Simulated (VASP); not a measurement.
A run of VASP 6.6.1:

The input INCAR:

```
SYSTEM = Sn3Te
ALGO = Fast
EDIFF = 1E-7
ENCUT = 520
GGA = PS
ISIF = 2
ISMEAR = -1
LASPH = .True.
LCHARG = .False.
LREAL = .False.
LWAVE = .False.
NBANDS = 32
NELM = 100
PREC = Accurate
SIGMA = 0.05
```

KPOINTS

```
k-points
0
Gamma
  8 8 8
  0 0 0
```

File POSCAR:

```
Sn3Te
1.0
   -2.3009040000      2.3009040000      5.5164940000
    2.3009040000     -2.3009040000      5.5164940000
    2.3009040000      2.3009040000     -5.5164940000
Te Sn
1 3
Direct
    0.0013500000     -0.0144590000     -0.0096300000
    0.4883080000      0.4951230000     -0.0112840000
    0.2532850000      0.7573090000      0.5022290000
    0.7578750000      0.2446940000      0.4905730000
```

Potentials or basis: VASP PAW PBE potentials, release 64 (Te, Sn_d).

The run is started by

```console
$ cat potpaw_PBE.64/Te/POTCAR potpaw_PBE.64/Sn_d/POTCAR > POTCAR
$ mpirun -np 1 vasp_std > vasp.out
```

Hardware: 1 thread of AMD EPYC 9R45 96-Core Processor (Zen 5) (shared host).

Question: How long does it take, and how much memory?

Answer: Wall time 17 min on 1 thread of AMD EPYC 9R45 96-Core Processor (Zen 5), on a shared host, peak memory 0.88 GiB. Counts: scf iterations 15, k points 260.
